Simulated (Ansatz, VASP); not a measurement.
One calculation of HfC, two programs

```
Hf C
1.0
     3.34287    0.00000    0.00000
    -1.67143    2.89501    0.00000
     0.00000    0.00000    5.20271
Hf C
2 2
Direct
  0.33333 0.66667 0.25000
  0.66667 0.33333 0.75000
  0.00000 0.00000 0.50000
  0.00000 0.00000 0.00000
```

Alike in both runs: functional r2SCAN; k mesh 9 × 9 × 5; occupations fermi-dirac, width 0.05 eV; no spin polarisation; Hubbard terms Hf d U = 1.0 eV.

|  | VASP | Ansatz |
| --- | --- | --- |
| version | VASP 6.6.1 | Ansatz 0.2.0 |
| potentials or method | VASP PAW PBE potentials, release 64 (Hf_pv, C) | Ansatz PAW |
| plane-wave cutoff (eV) | 520 | 500 |
| valence electrons in the cell | 28 | 60 |
| task | single point | band structure |

Ansatz gave:

| Property | Result |
| --- | --- |
| gap on the k mesh at the Fermi level (eV) | none |
| pressure (GPa) | -1.4 |
| traceless stress, the component that is largest in VASP (GPa) | 4.74 |

Q: Estimate VASP's values.

A: gap on the k mesh at the Fermi level (eV): none; pressure (GPa): -0.3; traceless stress, the component that is largest in VASP (GPa): 4.51.

VASP's potentials were made for PBE, not for r2SCAN. The programs project onto different local orbitals, so the same U acts differently, and such runs can settle in different states. A gap of «none» marks a metal or a gap that the smearing closes. VASP's potentials hold 28 valence electrons a cell and Ansatz's 60, so a difference there can come from the potentials and not from the codes.

Neither program's run includes spin-orbit coupling.
